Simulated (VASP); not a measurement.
Si: single point with LDA

The system is Si.

```xyz
4
Lattice="3.8313 0.0000 0.0000 -1.9157 3.3180 0.0000 0.0000 0.0000 6.3326" Properties=species:S:1:pos:R:3 pbc="T T T"
Si    0.0000    2.8120    0.9990
Si    1.9157    1.1060    3.5653
Si    0.0000    2.2120    2.7673
Si    1.9157    1.1060    5.9336
```

This cell differs from its parent crystal: atom 1 (Si) moved by (+0.600, +0.600) A along y and z.

```
Program                : VASP 6.6.1
Task                   : single point
Functional             : LDA
Potentials or basis    : VASP PAW LDA potentials, release 64 (Si)
Cutoff                 : 520 eV
k mesh                 : 12 × 12 × 6
Occupations            : gaussian, width 0.03 eV
Spin                   : no spin polarisation
Dipole correction      : no
Further INCAR settings : ALGO = Normal; EDIFF = 1e-06; NBANDS = 16
```

* Pressure: 9.5 GPa
* Largest force: 10.240 eV/Å
* Band gap on the k mesh: zero (band 8 reaches 6.78 eV, above the bottom of band 9 at 5.43 eV)

Forces on the atoms (eV/Å):
```
Si    0.000   0.244 -10.237
Si    0.000  -0.189   0.628
Si    0.000  -2.957   9.468
Si    0.000   2.902   0.140
```

Stress tensor (GPa, compression positive):
```
 -6.10   0.00   0.00
  0.00   4.19 -17.15
  0.00 -17.15  30.34
```

Levels at points of the mesh, in eV from the Fermi level:
| k point | band 4 | band 5 | band 6 | band 7 | band 8 | band 9 | band 10 | band 11 | band 12 | band 13 |
| --- | --- | --- | --- | --- | --- | --- | --- | --- | --- | --- |
| (0.00, 0.00, 0.00) | -2.26 | -2.18 | -1.69 | 0.36 | 0.50 | 0.82 | 1.86 | 2.15 | 2.22 | 3.09 |
| (0.50, 0.00, 0.00) | -6.07 | -4.39 | -3.62 | -3.37 | -0.89 | -0.06 | 1.58 | 1.68 | 2.46 | 4.25 |
| (0.00, 0.50, 0.00) | -6.10 | -5.18 | -4.06 | -3.42 | -0.30 | 0.30 | 1.74 | 2.32 | 3.19 | 4.14 |
| (0.00, 0.00, 0.50) | -4.62 | -2.01 | -1.62 | -0.46 | 0.53 | 0.67 | 1.57 | 2.15 | 2.51 | 3.27 |
| (0.50, 0.00, 0.50) | -5.98 | -3.98 | -3.27 | -2.61 | -0.91 | -0.21 | 0.55 | 0.83 | 2.09 | 4.41 |
| (0.00, 0.50, 0.50) | -6.68 | -3.25 | -3.19 | -2.32 | -1.18 | -0.65 | 0.37 | 1.15 | 3.10 | 3.96 |

Run time: 4.9 min on 1 thread of AMD EPYC 7R13, on a shared host, peak memory 0.29 GiB.

Caveat: the cell differs from its parent crystal (atom 1 (Si) moved by (+0.600, +0.600) A along y and z); forces of over 1 eV/Å act on the atoms, so gaps and moduli don't describe the material at rest.
